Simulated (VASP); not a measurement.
# KF (F-43m) in VASP: settings compared

Aim: see how the results for KF move with the level of theory and the settings. Levels: PBE, r2SCAN, HSE06. Tasks: single point.

All numbers are computed with VASP 6.6.1; they aren't measurements. Logs are shortened: lines on timing, memory, paths and dates and some standing lists are left out, and cuts for length are marked.

## Step 1: The cell of the first run

The structure is cubic, space group F-43m (No. 216). The conventional cell has a = 5.871 Å, b = 5.871 Å, c = 5.871 Å, α = 90.00°, β = 90.00°, γ = 90.00°. K (site symmetry -43m) has 4 F at 2.54 Å within 3.4 Å. F (site symmetry -43m) has 4 K at 2.54 Å within 3.4 Å.

## Step 2: Single point, PBE

Input file INCAR:

```
SYSTEM = KF
  PREC = Accurate
  ENCUT = 600
  EDIFF = 1E-6
  ISMEAR = 0
  SIGMA = 0.01
  LREAL = .FALSE.
  LASPH = .TRUE.
  NELM = 120
  ALGO = Normal
  ISIF = 2
  LWAVE = .FALSE.
  LCHARG = .TRUE.
  GGA = PE
  LELF = .TRUE.
  LVHAR = .TRUE.
  NBANDS = 15
  GGA_COMPAT = .FALSE.
```

Input file KPOINTS:

```
regular mesh
0
G
  6 6 6
  0 0 0
```

Input file POSCAR:

```
KF
1.0
    0.0000000000      2.9354015259      2.9354015259
    2.9354015259      0.0000000000      2.9354015259
    2.9354015259      2.9354015259      0.0000000000
K F
1 1
Direct
    0.0000000000      0.0000000000      0.0000000000
    0.2500000000      0.2500000000      0.2500000000
```

Potentials or basis: VASP PAW PBE potentials, release 64 (K_sv, F).

Started as:

```bash
cat potpaw_PBE.64/K_sv/POTCAR potpaw_PBE.64/F/POTCAR > POTCAR
mpirun -np 1 vasp_std > vasp.out
```

OUTCAR:

```text
SYSTEM = KF
   PREC = Accurate
   ENCUT = 600
   EDIFF = 1E-6
   ISMEAR = 0
   LREAL = .FALSE.
   LASPH = .TRUE.
   NELM = 120
   ISIF = 2
   GGA = PE

 ion  position               nearest neighbor table
   1  0.000  0.000  0.000-   2 2.54   2 2.54   2 2.54   2 2.54
   2  0.250  0.250  0.250-   1 2.54   1 2.54   1 2.54   1 2.54

  LATTYP: Found a face centered cubic cell.
 ALAT       =     5.8708030518

  Lattice vectors:

 A1 = (   0.0000000000,   2.9354015259,   2.9354015259)
 A2 = (   2.9354015259,   0.0000000000,   2.9354015259)
 A3 = (   2.9354015259,   2.9354015259,   0.0000000000)

Analysis of symmetry for initial positions (statically):
=====================================================================
 Subroutine PRICEL returns:
 Original cell was already a primitive cell.

 Routine SETGRP: Setting up the symmetry group for a
 face centered cubic supercell.

 Subroutine GETGRP returns: Found 24 space group operations
 (whereof 24 operations were pure point group operations)
 out of a pool of 48 trial point group operations.

The static configuration has the point symmetry T_d .

Analysis of symmetry for dynamics (positions and initial velocities):
=====================================================================
 Subroutine PRICEL returns:
 Original cell was already a primitive cell.

 Routine SETGRP: Setting up the symmetry group for a
 face centered cubic supercell.

 Subroutine GETGRP returns: Found 24 space group operations
 (whereof 24 operations were pure point group operations)
 out of a pool of 48 trial point group operations.

The dynamic configuration has the point symmetry T_d .

 Subroutine INISYM returns: Found 24 space group operations
 (whereof 24 operations are pure point group operations),
 and found     1 'primitive' translations

----------------------------------------------------------------------------------------

                                     Primitive cell

  volume of cell :      50.5863

  direct lattice vectors                    reciprocal lattice vectors
     0.000000000  2.935401526  2.935401526    -0.170334448  0.170334448  0.170334448
     2.935401526  0.000000000  2.935401526     0.170334448 -0.170334448  0.170334448
     2.935401526  2.935401526  0.000000000     0.170334448  0.170334448 -0.170334448

  length of vectors
     4.151284649  4.151284649  4.151284649     0.295027919  0.295027919  0.295027919

  position of ions in fractional coordinates (direct lattice)
     0.000000000  0.000000000  0.000000000
     0.250000000  0.250000000  0.250000000

  ion indices of the primitive-cell ions
   primitive index   ion index
                 1           1
                 2           2

----------------------------------------------------------------------------------------

 KPOINTS: regular mesh

Automatic generation of k-mesh.
 Grid dimensions read from file:
 generate k-points for:    6    6    6

 Generating k-lattice:

  Cartesian coordinates                     Fractional coordinates (reciprocal lattice)
    -0.028389075  0.028389075  0.028389075     0.166666667  0.000000000  0.000000000
     0.028389075 -0.028389075  0.028389075     0.000000000  0.166666667  0.000000000
     0.028389075  0.028389075 -0.028389075     0.000000000  0.000000000  0.166666667

  Length of vectors
     0.049171320  0.049171320  0.049171320

  Shift w.r.t. Gamma in fractional coordinates (k-lattice)
     0.000000000  0.000000000  0.000000000

 Subroutine IBZKPT returns following result:
 ===========================================

 Found     16 irreducible k-points:

 Following reciprocal coordinates:
            Coordinates               Weight
  0.000000  0.000000  0.000000      1.000000
  0.166667  0.000000  0.000000      8.000000
  0.333333  0.000000  0.000000      8.000000
  0.500000  0.000000  0.000000      4.000000
  0.166667  0.166667  0.000000      6.000000
  0.333333  0.166667  0.000000     24.000000
[... 8 lines left out ...]
 -0.333333  0.333333  0.166667     24.000000
 -0.333333  0.500000  0.166667     12.000000
   k-points           NKPTS =     16   k-points in BZ     NKDIM =     16   number of bands    NBANDS=     15
   number of dos      NEDOS =    301   number of ions     NIONS =      2
   total plane-waves  NPLWV =  46656
   dimension x,y,z NGX =    36 NGY =   36 NGZ =   36
   dimension x,y,z NGXF=    72 NGYF=   72 NGZF=   72
   ions per type =               1   1
   NGX,Y,Z   is equivalent  to a cutoff of  14.42, 14.42, 14.42 a.u.
   NGXF,Y,Z  is equivalent  to a cutoff of  28.83, 28.83, 28.83 a.u.
 SYSTEM =  KF
   PREC   = accura    normal or accurate (medium, high low for compatibility)
   ISTART =      0    job   : 0-new  1-cont  2-samecut
   ICHARG =      2    charge: 1-file 2-atom 10-const
   ISPIN  =      1    spin polarized calculation?
   LNONCOLLINEAR =      F non collinear calculations
   LSORBIT =      F    spin-orbit coupling
   LASPH  =      T    aspherical Exc in radial PAW
   ENCUT  =  600.0 eV  44.10 Ry    6.64 a.u.   8.29  8.29  8.29*2*pi/ulx,y,z
   NELM   =    120;   NELMIN=  2; NELMDL= -5     # of ELM steps
   EDIFF  = 0.1E-05   stopping-criterion for ELM
   LREAL  =      F    real-space projection
   EDIFFG = 0.1E-04   stopping-criterion for IOM
   NSW    =      0    number of steps for IOM
   IBRION =     -1    ionic relax: 0-MD 1-quasi-New 2-CG
   NFREE  =      0    steps in history (QN), initial steepest desc. (CG)
   ISIF   =      2    stress and relaxation
   ISYM   =      2    0-nonsym 1-usesym 2-fastsym
   POTIM  = 0.5000    time-step for ionic-motion
   TEBEG  =    0.0;   TEEND  =   0.0 temperature during run
   PSTRESS=    0.0 pullay stress
   NELECT =      16.0000    total number of electrons
   NUPDOWN=      -1.0000    fix difference up-down
   EMIN   =  10.00;   EMAX   =-10.00  energy-range for DOS
   EFERMI =   0.00;   METHOD = LEGACY
   ISMEAR =     0;   SIGMA  =   0.01  broadening in eV -4-tet -1-fermi 0-gaus
   EFERMI_NEDOS =   21; number of points for ismear=-14 and -15
   IALGO  =     38    algorithm
   IMIX   =      4    mixing-type and parameters
     AMIX     =   0.40;   BMIX     =  1.00
     AMIX_MAG =   1.60;   BMIX_MAG =  1.00
  volume/ion in A,a.u.               =      25.29       170.69
  Fermi-wavevector in a.u.,A,eV,Ry     =   1.115417  2.107833 16.927762  1.244155
  Thomas-Fermi vector in A             =   2.252022
   LORBIT       =      0    0 simple, 1 ext, 2 COOP (PROOUT), +10 PAW based schemes
   GGA     = PE    functional components
   LHFCALC =     F    Hartree Fock is set to
   AEXX    =    0.0000 exact exchange contribution
   IVDW    =     0    specifies the selected vdW correction
   LEPSILON=     F    determine dielectric tensor
   LRPA    =     F    only Hartree local field effects (RPA)
 non-spin polarized calculation
 Gauss-broadening in eV      SIGMA  =   0.01
  energy-cutoff  :      600.00
  volume of cell :       50.59
 maximum number of plane-waves:      1711
 NGX is ok and might be reduce to    36
   NGX = 17   NGY = 17   NGZ = 17

 number of electron      16.0000005 magnetization

 Free energy of the ion-electron system (eV)
  ---------------------------------------------------
  ext. energy  EPLUGINS =         0.00000000
  ---------------------------------------------------
  free energy    TOTEN  =        -8.12305659 eV

  energy without entropy =       -8.12305659  energy(sigma->0) =       -8.12305659

 E-fermi :  -3.5216     XC(G=0):  -7.0163

 val. band max:       -3.6525599796   @ k =  -0.3333   0.5000   0.1667
 cond. band min:       1.5079848688   @ k =   0.0000   0.0000   0.0000
 fundamental gap:      5.1605448485
 Fermi energy:        -3.5215551256

 k-point     1 :       0.0000    0.0000    0.0000
  band No.  band energies     occupation
      1     -29.8405      2.00000
      2     -22.1806      2.00000
      3     -13.2455      2.00000
      4     -13.2455      2.00000
      5     -13.2455      2.00000
      6      -3.8614      2.00000
      7      -3.8614      2.00000
      8      -3.8614      2.00000
      9       1.5080      0.00000
     10       8.1072      0.00000
     11       8.1072      0.00000
     12       8.2470      0.00000
     13       8.2470      0.00000
     14       8.2470      0.00000
     15      13.2406      0.00000

 k-point     2 :       0.1667    0.0000    0.0000
  band No.  band energies     occupation
      1     -29.8302      2.00000
      2     -22.2009      2.00000
      3     -13.2729      2.00000
      4     -13.2577      2.00000
      5     -13.2577      2.00000
      6      -3.9058      2.00000
      7      -3.8375      2.00000
      8      -3.8375      2.00000
      9       2.0482      0.00000
     10       7.6700      0.00000
     11       7.6700      0.00000
     12       7.7782      0.00000
     13       8.6747      0.00000
     14       8.6747      0.00000
     15      11.6458      0.00000

 k-point     3 :       0.3333    0.0000    0.0000
  band No.  band energies     occupation
      1     -29.8095      2.00000
      2     -22.2413      2.00000
      3     -13.3305      2.00000
      4     -13.2819      2.00000
      5     -13.2819      2.00000
      6      -3.9341      2.00000
      7      -3.7917      2.00000
      8      -3.7917      2.00000
      9       3.3008      0.00000
     10       6.6299      0.00000
     11       7.3430      0.00000
     12       7.3430      0.00000
     13       9.1116      0.00000
     14       9.1116      0.00000
     15      10.5105      0.00000
[... 199 lines left out ...]
 k-point    15 :      -0.3333    0.3333    0.1667
  band No.  band energies     occupation
      1     -29.7888      2.00000
      2     -22.2808      2.00000
      3     -13.4390      2.00000
      4     -13.3443      2.00000
      5     -13.2130      2.00000
      6      -3.9100      2.00000
      7      -3.8147      2.00000
      8      -3.6863      2.00000
      9       4.4966      0.00000
     10       5.2954      0.00000
     11       7.4343      0.00000
     12       8.0701      0.00000
     13       9.2148      0.00000
     14       9.9211      0.00000
     15      10.4312      0.00000

 k-point    16 :      -0.3333    0.5000    0.1667
  band No.  band energies     occupation
      1     -29.7854      2.00000
      2     -22.2874      2.00000
      3     -13.4250      2.00000
      4     -13.3734      2.00000
      5     -13.2130      2.00000
      6      -3.9915      2.00000
      7      -3.7531      2.00000
      8      -3.6526      2.00000
      9       4.6254      0.00000
     10       4.9280      0.00000
     11       8.0869      0.00000
     12       8.4581      0.00000
     13       9.5565      0.00000
     14       9.8178      0.00000
     15      10.1847      0.00000

------------------------ aborting loop because EDIFF is reached ----------------------------------------

  FORCE on cell =-STRESS in cart. coord.  units (eV):
  Direction    XX          YY          ZZ          XY          YZ          ZX
  --------------------------------------------------------------------------------------
  -------------------------------------------------------------------------------------
  Total        0.2854567      0.2854567      0.2854567      0.0000000      0.0000000      0.0000000
  in kB        9.0410375      9.0410375      9.0410375      0.0000000      0.0000000      0.0000000
  external PRESSURE =       9.0410375 kB  Pullay stress =       0.0000000 kB

 VOLUME and BASIS-vectors are now :
 -----------------------------------------------------------------------------
  energy-cutoff  :      600.00
  volume of cell :       50.59
      direct lattice vectors                 reciprocal lattice vectors
     0.000000000  2.935401526  2.935401526    -0.170334448  0.170334448  0.170334448
     2.935401526  0.000000000  2.935401526     0.170334448 -0.170334448  0.170334448
     2.935401526  2.935401526  0.000000000     0.170334448  0.170334448 -0.170334448

 POSITION                                       TOTAL-FORCE (eV/Angst)
 -----------------------------------------------------------------------------------
      0.00000      0.00000      0.00000         0.000000      0.000000      0.000000
      1.46770      1.46770      1.46770        -0.000000     -0.000000     -0.000000
 -----------------------------------------------------------------------------------
    total drift:                               -0.000000     -0.000000      0.000000

  FREE ENERGIE OF THE ION-ELECTRON SYSTEM (eV)
  ---------------------------------------------------
  free  energy   TOTEN  =        -8.1230565894 eV

  energy  without entropy=       -8.1230565894  energy(sigma->0) =       -8.12305659
```

It took 32 s on 1 thread of Intel Xeon 8259CL, shared host; peak memory 0.21 GiB.

Results:

```yaml
Free_energy: -8.1231 eV
Pressure: 0.9 GPa
Band_gap_on_the_k_mesh: 5.16 eV (least direct gap 5.37 eV)
```

Caveat: the structure was generated, so it needn't be the stable form of KF.

## Step 3: Single point, PBE

Input file INCAR:

```
PREC = Accurate
ENCUT = 600
EDIFF = 1E-6
ISMEAR = 0
SIGMA = 0.01
LREAL = False
LASPH = True
NELM = 120
ALGO = Normal
ISIF = 2
LWAVE = False
LCHARG = False
GGA = PE
NBANDS = 15
GGA_COMPAT = False
```

Input file KPOINTS:

```
regular mesh
0
Gamma
  8 8 8
```

POSCAR is that of step 2.

Potentials or basis: VASP PAW PBE potentials, release 64 (K_sv, F).

Started as:

```bash
cat potpaw_PBE.64/K_sv/POTCAR potpaw_PBE.64/F/POTCAR > POTCAR
mpirun -np 1 vasp_std > vasp.out
```

Wall time 46 s (1 thread of Intel Xeon 8259CL, shared host); peak memory 0.21 GiB.

It converged, with:

| Quantity | Value |
| --- | --- |
| Free energy | -8.1231 eV |
| Pressure | 0.9 GPa |
| Band gap on the k mesh | 5.16 eV (least direct gap 5.37 eV) |

Levels at points of the mesh, in eV from the valence-band top:
```csv
k point,band 5,band 6,band 7,band 8,band 9,band 10,band 11,band 12
"(0.00, 0.00, 0.00)",-9.59,-0.21,-0.21,-0.21,5.16,11.76,11.76,11.90
"(0.50, 0.00, 0.00)",-9.64,-0.27,-0.12,-0.12,8.01,9.21,10.90,10.90
"(0.50, 0.50, 0.00)",-9.62,-0.45,0.00,0.00,8.26,8.38,12.31,12.92
```

Caveat: the structure was generated, so it needn't be the stable form of KF. A k mesh can miss the band edges.

## Step 4: Single point, r2SCAN

POSCAR is that of step 3.

Input file INCAR.step1:

```
PREC = Accurate
ENCUT = 660
ISMEAR = 0
SIGMA = 0.01
LREAL = F
LASPH = T
NELM = 120
NBANDS = 15
GGA = PE
ALGO = Normal
EDIFF = 1E-5
LWAVE = T
LCHARG = F
GGA_COMPAT = F
```

Input file INCAR.step2:

```
PREC = Accurate
ENCUT = 660
EDIFF = 1E-6
ISMEAR = 0
SIGMA = 0.01
LREAL = F
LASPH = T
NELM = 120
ALGO = Normal
ISIF = 2
LWAVE = F
LCHARG = F
METAGGA = R2SCAN
LMIXTAU = T
NBANDS = 15
ISTART = 1
GGA_COMPAT = F
```

Input file KPOINTS:

```
regular mesh
0
Gamma
  6 6 6
```

Started as:

```bash
cat potpaw_PBE.64/K_sv/POTCAR potpaw_PBE.64/F/POTCAR > POTCAR
cp INCAR.step1 INCAR
mpirun -np 1 vasp_std > vasp.out
cp INCAR.step2 INCAR
mpirun -np 1 vasp_std > vasp.out
```

Wall time 2 min (1 thread of Intel Xeon 8259CL, shared host); peak memory 0.22 GiB.

It converged, with:

```yaml
Free_energy: -14.7103 eV
Pressure: 0.0 GPa
Band_gap_on_the_k_mesh: 5.75 eV (least direct gap 5.95 eV)
```

Levels at points of the mesh, in eV from the valence-band top:
| k point | band 6 | band 7 | band 8 | band 9 | band 10 | band 11 |
| --- | --- | --- | --- | --- | --- | --- |
| (0.00, 0.00, 0.00) | -0.20 | -0.20 | -0.20 | 5.75 | 12.65 | 12.65 |
| (0.50, 0.00, 0.00) | -0.26 | -0.12 | -0.12 | 8.56 | 9.87 | 11.70 |
| (0.50, 0.50, 0.00) | -0.43 | 0.00 | 0.00 | 8.83 | 8.94 | 13.29 |

Caveat: the structure was generated, so it needn't be the stable form of KF; the PAW data sets were made with another functional, which shifts forces and pressure a little.

## Step 5: Single point, HSE06

POSCAR is that of step 4.

Input file INCAR.step1:

```
SYSTEM = KF
PREC = Accurate
ENCUT = 520
EDIFF = 1E-5
ISMEAR = 0
SIGMA = 0.01
LREAL = .False.
LASPH = .True.
NELM = 120
ALGO = Normal
ISIF = 2
LWAVE = .True.
NBANDS = 15
GGA = PE
GGA_COMPAT = .False.
```

Input file INCAR.step2:

```
SYSTEM = KF
PREC = Accurate
ENCUT = 520
EDIFF = 1E-6
ISMEAR = 0
SIGMA = 0.01
LREAL = .False.
LASPH = .True.
NELM = 120
ALGO = Normal
ISIF = 2
LWAVE = .False.
LCHARG = .True.
GGA = PE
LHFCALC = .True.
HFSCREEN = 0.2079
PRECFOCK = Normal
LELF = .True.
LVHAR = .True.
NBANDS = 15
ISTART = 1
GGA_COMPAT = .False.
```

Input file KPOINTS:

```
Automatic mesh
0
Gamma
  6 6 6
  0 0 0
```

Started as:

```bash
cat potpaw_PBE.64/K_sv/POTCAR potpaw_PBE.64/F/POTCAR > POTCAR
cp INCAR.step1 INCAR
mpirun -np 1 vasp_std > vasp.out
cp INCAR.step2 INCAR
mpirun -np 1 vasp_std > vasp.out
```

Wall time 70 min (1 thread of Intel Xeon 8259CL, shared host); peak memory 0.3 GiB.

Results (log left out):

| Quantity | Value |
| --- | --- |
| Free energy | -9.7753 eV |
| Pressure | 0.5 GPa |
| Band gap on the k mesh | 7.03 eV (least direct gap 7.24 eV) |

Levels at points of the mesh, in eV from the valence-band top:
| k point | band 4 | band 5 | band 6 | band 7 | band 8 | band 9 | band 10 | band 11 | band 12 | band 13 |
| --- | --- | --- | --- | --- | --- | --- | --- | --- | --- | --- |
| (0.00, 0.00, 0.00) | -9.77 | -9.77 | -0.21 | -0.21 | -0.21 | 7.03 | 14.16 | 14.16 | 14.26 | 14.26 |
| (0.50, 0.00, 0.00) | -9.82 | -9.82 | -0.26 | -0.12 | -0.12 | 9.94 | 11.17 | 13.15 | 13.15 | 15.50 |
| (0.50, 0.50, 0.00) | -9.90 | -9.79 | -0.45 | 0.00 | 0.00 | 10.20 | 10.37 | 14.63 | 15.38 | 15.38 |

Caveat: the structure was generated, so it needn't be the stable form of KF; the PAW data sets were made with another functional, which shifts forces and pressure a little.

## Step 6: The runs side by side

| level | k mesh | cutoff (eV) | grid for exact exchange (PRECFOCK) | share of exact exchange | screening parameter | gap on the mesh (eV) | pressure (GPa) |
| --- | --- | --- | --- | --- | --- | --- | --- |
| PBE | 6 × 6 × 6 | 600 | - | - | - | 5.16 | 0.9 |
| PBE | 8 × 8 × 8 | 600 | - | - | - | 5.16 | 0.9 |
| r2SCAN | 6 × 6 × 6 | 660 | - | - | - | 5.75 | 0.0 |
| HSE06 | 6 × 6 × 6 | 520 | Normal | 0.25 | 0.2079 1/Å | 7.03 | 0.5 |

Alike in all rows: task single point; potentials or basis VASP PAW PBE potentials, release 64 (K_sv, F); no spin polarisation; cell as given; smearing gaussian 0.01 eV.

On the cell as given the gap runs from 5.16 eV (PBE) to 7.03 eV (HSE06); the meshes differ, which moves gaps too. The pressure there spans 0.0 GPa (r2SCAN) to 0.9 GPa (PBE); a positive pressure means that this level wants a larger cell, a negative one a smaller.

Caveats: the structure was generated, so it needn't be the stable form of KF; the PAW data sets were made with another functional, which shifts forces and pressure a little (at least some runs).

Absolute energies hang on the potentials; compare differences alone.
